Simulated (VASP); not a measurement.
# GaN in VASP: single point with PBE

Aim: the single point of GaN with PBE.

Everything below comes from runs of VASP 6.6.1. Logs are shortened: lines on timing, memory, paths and dates and some standing lists are left out, and cuts for length are marked.

## Step 1: The cell of the first run

The typed cell holds 72 atoms: a = 9.656 Å, b = 9.656 Å, c = 10.487 Å, α = 90.00°, β = 90.00°, γ = 120.00°.

## Step 2: Single point, PBE

Input file INCAR:

```
  PREC = Accurate
  ENCUT = 700
  EDIFF = 1E-6
  ISMEAR = -1
  SIGMA = 0.01
  LREAL = Auto
  LASPH = True
  NELM = 120
  ALGO = Normal
  ISIF = 2
  LWAVE = False
  LCHARG = True
  GGA = PE
  LELF = True
  LVHAR = True
  NBANDS = 366
  GGA_COMPAT = False
  ISYM = -1
```

Input file KPOINTS:

```
explicit points
1
Reciprocal
  0.25000000   0.25000000   0.25000000 1
```

Input file POSCAR:

```
GaN
1.0
    9.6558640378      0.0000000000      0.0000000000
   -4.8279320189      8.3622235522      0.0000000000
    0.0000000000      0.0000000000     10.4870679887
Ga N
36 36
Direct
    0.2233309819      0.1115298552      0.2497566815
    0.1118361301      0.2230371192      0.4997579760
    0.2233424828      0.1115357924      0.7498000833
    0.1118567344      0.2230630389      0.9997753893
    0.2233487082      0.4448915576      0.2497565196
    0.1118543698      0.5563704862      0.4997514200
    0.2233432325      0.4448674153      0.7497738361
    0.1118577991      0.5563745886      0.9997629176
    0.2233276024      0.7781958960      0.2497458897
    0.1118205435      0.8897017353      0.4997653726
    0.2233357091      0.7781862340      0.7497807634
    0.1118605490      0.8897352727      0.9997596593
    0.5566753979      0.1115134687      0.2497540824
    0.4451738048      0.2230613862      0.4997944825
    0.5566697366      0.1115404196      0.7498031955
    0.4451562755      0.2230390530      0.9998027815
    0.5566928303      0.4448887172      0.2497923413
    0.4451714885      0.5563378502      0.4997852924
    0.5566628227      0.4448744283      0.7498109025
    0.4451667483      0.5563717197      0.9997819682
    0.5566756806      0.7782158886      0.2497619855
    0.4451734924      0.8896907372      0.4997671795
    0.5566536377      0.7781721957      0.7497816901
    0.4451814557      0.8897065872      0.9997843496
    0.8899884884      0.1115063204      0.2497639055
    0.7785044694      0.2230336011      0.4997797575
    0.8900362894      0.1115302306      0.7497785569
    0.7785184835      0.2230528023      0.9997800134
    0.8900274226      0.4448958269      0.2497704858
    0.7785116180      0.5563851093      0.4997912758
    0.8899879719      0.4448479378      0.7497868173
    0.7785021917      0.5563767443      0.9997905533
    0.8900034768      0.7782053505      0.2497553110
    0.7784928249      0.8896863327      0.4997526383
    0.8900200711      0.7782182102      0.7497868286
    0.7784957278      0.8896802214      0.9997828751
    0.2229302769      0.1118933957      0.4381758347
    0.1121979146      0.2226381473      0.1881776475
    0.2229365100      0.1119320013      0.9381868216
    0.1122281165      0.2226418210      0.6881747838
    0.2229427785      0.4452349415      0.4381688976
    0.1122150967      0.5559759869      0.1881563129
    0.2229534289      0.4452446212      0.9381754059
    0.1122080036      0.5559726063      0.6881747656
    0.2229271140      0.7785671748      0.4381712044
    0.1121915372      0.8892838333      0.1881592800
    0.2229256285      0.7785657806      0.9381914488
    0.1122215200      0.8892992205      0.6881756013
    0.5562460362      0.1119058954      0.4381636342
    0.4455437761      0.2226402518      0.1881899334
    0.5562639478      0.1119038653      0.9381991371
    0.4455324002      0.2226463673      0.6882059683
    0.5562797965      0.4452537109      0.4381963139
    0.4455566021      0.5559853171      0.1881774466
    0.5562487520      0.4452309731      0.9382023582
    0.4455376870      0.5559511838      0.6881896275
    0.5562531988      0.7785450325      0.4381727222
    0.4455063203      0.8892745022      0.1881662867
    0.5562502940      0.7785630324      0.9381853629
    0.4455513462      0.8892960157      0.6881836187
    0.8895967017      0.1118987929      0.4381818559
    0.7788861307      0.2226384402      0.1881647319
    0.8896046384      0.1118951091      0.9381919158
    0.7788807219      0.2226151373      0.6881891913
    0.8895865998      0.4452384291      0.4381772097
    0.7788882089      0.5559857977      0.1881831772
    0.8896131231      0.4452520374      0.9381902418
    0.7788692545      0.5559747771      0.6881991831
    0.8895719638      0.7785606686      0.4381536821
    0.7788533439      0.8892719784      0.1881710001
    0.8895983855      0.7785696109      0.9381891909
    0.7788517544      0.8892929197      0.6881663461
```

Potentials or basis: VASP PAW PBE potentials, release 64 (Ga_d, N).

Command:

```sh
$ cat potpaw_PBE.64/Ga_d/POTCAR potpaw_PBE.64/N/POTCAR > POTCAR
$ mpirun -np 1 vasp_std > vasp.out
```

OUTCAR:

```text
PREC = Accurate
   ENCUT = 700
   EDIFF = 1E-6
   ISMEAR = -1
   LREAL = Auto
   LASPH = True
   NELM = 120
   ISIF = 2
   GGA = PE
   ISYM = -1

 ion  position               nearest neighbor table
   1  0.223  0.112  0.250-  50 1.97  38 1.97  46 1.97  37 1.98
   2  0.112  0.223  0.500-  41 1.97  61 1.97  37 1.97  40 1.98
   3  0.223  0.112  0.750-  52 1.97  40 1.97  48 1.97  39 1.98
   4  0.112  0.223  1.000-  43 1.97  39 1.97  63 1.97  38 1.98
   5  0.223  0.445  0.250-  54 1.97  42 1.97  38 1.97  41 1.98
   6  0.112  0.556  0.500-  45 1.97  41 1.97  65 1.97  44 1.98
[... 64 lines left out ...]
  71  0.890  0.779  0.938-  32 1.97  36 1.97  12 1.97  35 1.98
  72  0.779  0.889  0.688-  23 1.97  27 1.97  35 1.97  34 1.98

IMPORTANT INFORMATION: All symmetrisations will be switched off!
NOSYMM: (Re-)initialisation of all symmetry stuff for point group C_1.

----------------------------------------------------------------------------------------

                                     Primitive cell

  volume of cell :     846.7730

  direct lattice vectors                    reciprocal lattice vectors
     9.655864038  0.000000000  0.000000000     0.103564010  0.059792709  0.000000000
    -4.827932019  8.362223552  0.000000000     0.000000000  0.119585418  0.000000000
     0.000000000  0.000000000 10.487067989     0.000000000  0.000000000  0.095355537

  length of vectors
     9.655864038  9.655864038 10.487067989     0.119585418  0.119585418  0.095355537

  position of ions in fractional coordinates (direct lattice)
     0.223330982  0.111529855  0.249756682
     0.111836130  0.223037119  0.499757976
     0.223342483  0.111535792  0.749800083
     0.111856734  0.223063039  0.999775389
     0.223348708  0.444891558  0.249756520
     0.111854370  0.556370486  0.499751420
[... 64 lines left out ...]
     0.889598386  0.778569611  0.938189191
     0.778851754  0.889292920  0.688166346

  ion indices of the primitive-cell ions
   primitive index   ion index
                 1           1
                 2           2
                 3           3
                 4           4
                 5           5
                 6           6
[... 64 lines left out ...]
                71          71
                72          72

----------------------------------------------------------------------------------------

 KPOINTS: explicit points

Read explicit list of k-points.

 Found      1 k-points:

 Following reciprocal coordinates:
            Coordinates               Weight
  0.250000  0.250000  0.250000      1.000000
   k-points           NKPTS =      1   k-points in BZ     NKDIM =      1   number of bands    NBANDS=    366
   number of dos      NEDOS =    301   number of ions     NIONS =     72
   total plane-waves  NPLWV = 635040
   dimension x,y,z NGX =    84 NGY =   84 NGZ =   90
   dimension x,y,z NGXF=   168 NGYF=  168 NGZF=  180
   ions per type =              36  36
   NGX,Y,Z   is equivalent  to a cutoff of  14.46, 14.46, 14.27 a.u.
   NGXF,Y,Z  is equivalent  to a cutoff of  28.92, 28.92, 28.53 a.u.
 SYSTEM =  unknown system
   PREC   = accura    normal or accurate (medium, high low for compatibility)
   ISTART =      0    job   : 0-new  1-cont  2-samecut
   ICHARG =      2    charge: 1-file 2-atom 10-const
   ISPIN  =      1    spin polarized calculation?
   LNONCOLLINEAR =      F non collinear calculations
   LSORBIT =      F    spin-orbit coupling
   LASPH  =      T    aspherical Exc in radial PAW
   ENCUT  =  700.0 eV  51.45 Ry    7.17 a.u.  20.83 20.83 22.62*2*pi/ulx,y,z
   NELM   =    120;   NELMIN=  2; NELMDL= -5     # of ELM steps
   EDIFF  = 0.1E-05   stopping-criterion for ELM
   LREAL  =      T    real-space projection
   EDIFFG = 0.1E-04   stopping-criterion for IOM
   NSW    =      0    number of steps for IOM
   IBRION =     -1    ionic relax: 0-MD 1-quasi-New 2-CG
   NFREE  =      0    steps in history (QN), initial steepest desc. (CG)
   ISIF   =      2    stress and relaxation
   ISYM   =     -1    0-nonsym 1-usesym 2-fastsym
   POTIM  = 0.5000    time-step for ionic-motion
   TEBEG  =    0.0;   TEEND  =   0.0 temperature during run
   PSTRESS=    0.0 pullay stress
   NELECT =     648.0000    total number of electrons
   NUPDOWN=      -1.0000    fix difference up-down
   EMIN   =  10.00;   EMAX   =-10.00  energy-range for DOS
   EFERMI =   0.00;   METHOD = LEGACY
   ISMEAR =    -1;   SIGMA  =   0.01  broadening in eV -4-tet -1-fermi 0-gaus
   EFERMI_NEDOS =   21; number of points for ismear=-14 and -15
   IALGO  =     38    algorithm
   IMIX   =      4    mixing-type and parameters
     AMIX     =   0.40;   BMIX     =  1.00
     AMIX_MAG =   1.60;   BMIX_MAG =  1.00
  volume/ion in A,a.u.               =      11.76        79.37
  Fermi-wavevector in a.u.,A,eV,Ry     =   1.497422  2.829717 30.507965  2.242272
  Thomas-Fermi vector in A             =   2.609312
   LORBIT       =      0    0 simple, 1 ext, 2 COOP (PROOUT), +10 PAW based schemes
   GGA     = PE    functional components
   LHFCALC =     F    Hartree Fock is set to
   AEXX    =    0.0000 exact exchange contribution
   IVDW    =     0    specifies the selected vdW correction
   LEPSILON=     F    determine dielectric tensor
   LRPA    =     F    only Hartree local field effects (RPA)
 non-spin polarized calculation
  energy-cutoff  :      700.00
  volume of cell :      846.77
 maximum number of plane-waves:     35607
 NGX is ok and might be reduce to    84
   NGX = 41   NGY = 41   NGZ = 45

 number of electron     647.9999924 magnetization

 Free energy of the ion-electron system (eV)
  ---------------------------------------------------
  ext. energy  EPLUGINS =         0.00000000
  ---------------------------------------------------
  free energy    TOTEN  =      -439.75653360 eV

  energy without entropy =     -439.75653360  energy(sigma->0) =     -439.75653360

 E-fermi :   4.9516     XC(G=0): -11.5206

 val. band max:        4.7046714464   @ k =   0.2500   0.2500   0.2500
 cond. band min:       8.2058556148   @ k =   0.2500   0.2500   0.2500
 fundamental gap:      3.5011841684
 Fermi energy:         4.9516289881

 k-point     1 :       0.2500    0.2500    0.2500
  band No.  band energies     occupation
      1     -10.5233      2.00000
      2     -10.3297      2.00000
      3     -10.3292      2.00000
      4     -10.2668      2.00000
      5     -10.1218      2.00000
      6     -10.1214      2.00000
[... 328 lines left out ...]
    335       9.9993      0.00000
    336      10.1475      0.00000
 [bands above 336 left out]

------------------------ aborting loop because EDIFF is reached ----------------------------------------

  FORCE on cell =-STRESS in cart. coord.  units (eV):
  Direction    XX          YY          ZZ          XY          YZ          ZX
  --------------------------------------------------------------------------------------
  -------------------------------------------------------------------------------------
  Total        0.4803937     -3.9167542      2.3131692     -3.7141241      0.0186945      0.0485228
  in kB        0.9089519     -7.4108820      4.3767424     -7.0274861      0.0353718      0.0918099
  external PRESSURE =      -0.7083959 kB  Pullay stress =       0.0000000 kB

 VOLUME and BASIS-vectors are now :
 -----------------------------------------------------------------------------
  energy-cutoff  :      700.00
  volume of cell :      846.77
      direct lattice vectors                 reciprocal lattice vectors
     9.655864038  0.000000000  0.000000000     0.103564010  0.059792709  0.000000000
    -4.827932019  8.362223552  0.000000000     0.000000000  0.119585418  0.000000000
     0.000000000  0.000000000 10.487067989     0.000000000  0.000000000  0.095355537

 POSITION                                       TOTAL-FORCE (eV/Angst)
 -----------------------------------------------------------------------------------
      1.61800      0.93264      2.61922         0.004186      0.003744      0.002671
      0.00307      1.86509      5.24100         0.002734      0.000447      0.000109
      1.61808      0.93269      7.86320         0.002698      0.001954     -0.003930
      0.00314      1.86530     10.48471        -0.000507      0.000280     -0.000503
      0.00872      3.72028      2.61921         0.003273      0.001284      0.001916
     -1.60607      4.65249      5.24093        -0.000241      0.002051      0.002681
[... 64 lines left out ...]
      4.83096      6.51057      9.83885        -0.002513     -0.001704      0.000624
      3.22704      7.43647      7.21685         0.001624     -0.002232      0.002192
 -----------------------------------------------------------------------------------
    total drift:                                0.224104      0.130272     -0.060418

  FREE ENERGIE OF THE ION-ELECTRON SYSTEM (eV)
  ---------------------------------------------------
  free  energy   TOTEN  =      -439.7565335958 eV

  energy  without entropy=     -439.7565335958  energy(sigma->0) =     -439.75653360
```

Run time: 53 min. Hardware: 1 thread of AMD EPYC 7R43 (Zen 3), shared host; peak memory 1.4 GiB.

Results:

```
Free energy            : -439.7565 eV
Pressure               : -0.1 GPa
Largest force          : 0.008 eV/Å
Band gap on the k mesh : 3.50 eV
```

Forces in eV/Å, atoms in the order of the input:
```
Ga   0.004  0.004  0.003
Ga   0.003  0.000  0.000
Ga   0.003  0.002 -0.004
Ga  -0.001  0.000 -0.001
Ga   0.003  0.001  0.002
Ga   0.000  0.002  0.003
Ga   0.002  0.004  0.000
Ga   0.001  0.001  0.000
Ga   0.001  0.002  0.005
Ga   0.004  0.001  0.000
Ga   0.004  0.005 -0.001
Ga   0.001 -0.001 -0.001
Ga   0.001  0.007  0.003
Ga   0.004 -0.003 -0.003
Ga   0.005  0.002 -0.003
Ga   0.005  0.001 -0.003
Ga   0.001  0.001 -0.002
Ga   0.000  0.004  0.000
Ga   0.005  0.003 -0.001
Ga   0.003  0.003 -0.001
Ga   0.002  0.000  0.003
Ga   0.001  0.004  0.000
Ga   0.003  0.007  0.000
Ga   0.002  0.001 -0.006
Ga   0.003  0.006  0.001
Ga   0.001  0.001 -0.002
Ga  -0.001  0.002  0.000
Ga   0.003 -0.001 -0.002
Ga   0.003 -0.001  0.001
Ga   0.004  0.000  0.000
Ga   0.005  0.005 -0.002
Ga   0.003  0.001 -0.004
Ga   0.003  0.003  0.001
Ga   0.000  0.004  0.003
Ga   0.001  0.003 -0.002
Ga   0.001  0.002 -0.004
N   -0.004 -0.001  0.000
N    0.001 -0.002 -0.001
N   -0.003 -0.005  0.002
N   -0.002 -0.003  0.000
N   -0.005 -0.002  0.001
N   -0.001 -0.003  0.001
N   -0.006 -0.003  0.002
N   -0.001 -0.005 -0.001
N   -0.004 -0.003 -0.001
N   -0.001  0.002  0.000
N   -0.003  0.000  0.000
N   -0.004 -0.001  0.001
N   -0.002 -0.003  0.004
N   -0.002 -0.002  0.000
N   -0.005 -0.002  0.001
N    0.001 -0.003 -0.002
N   -0.004 -0.005  0.000
N   -0.001 -0.004  0.000
N   -0.002 -0.001  0.002
N   -0.002 -0.001 -0.001
N   -0.005 -0.003  0.001
N    0.001  0.001  0.001
N   -0.003 -0.003  0.001
N   -0.003 -0.001  0.000
N   -0.005 -0.002 -0.001
N   -0.002 -0.001  0.002
N   -0.004 -0.002  0.000
N   -0.003 -0.001  0.000
N   -0.001 -0.002  0.002
N   -0.002 -0.004 -0.001
N   -0.005 -0.004  0.001
N   -0.001 -0.003 -0.001
N    0.000 -0.002  0.003
N   -0.001  0.001  0.000
N   -0.003 -0.002  0.001
N    0.002 -0.002  0.002
```

Caveat: a shifted mesh leaves out Γ, where band edges can lie. A k mesh can miss the band edges.
